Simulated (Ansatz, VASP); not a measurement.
## CdBi3O: VASP beside Ansatz

```
Cd Bi O
1.0
     3.51451    0.00000    0.00000
     0.00000    3.51451    0.00000
     0.00000    0.00000   11.39655
Cd Bi O
1 3 1
Direct
  0.00000 0.00000 0.50000
  0.00000 0.00000 0.75873
  0.00000 0.00000 0.24127
  0.50000 0.50000 0.00000
  0.00000 0.00000 0.00000
```

Alike in both runs: task relaxation of cell and atoms; functional PBE; k mesh 6 × 6 × 2; occupations gaussian, width 0.1 eV; no spin polarisation.

|  | VASP | Ansatz |
| --- | --- | --- |
| version | VASP 6.6.1 | Ansatz 0.2.0 |
| potentials or method | VASP PAW PBE potentials, release 64 (Cd, Bi_d, O), cutoff 600 eV | scalar-relativistic, plane waves, PAW |
| valence electrons in the cell | 63 | 71 |

```tsv
	VASP	Ansatz	Ansatz less VASP
gap on the k mesh at the Fermi level, each at its own relaxed structure (eV)	none	none	-
relaxed volume (Å³/atom)	28.37	28.24	-0.131
relaxed length of the cell vector where the two differ most in proportion (Å)	12.299	12.222	-0.0770
```

A gap of «none» marks a metal or a gap that the smearing closes. VASP's potentials hold 63 valence electrons a cell and Ansatz's 71, so a difference there can come from the potentials and not from the codes.

Neither program's run includes spin-orbit coupling.
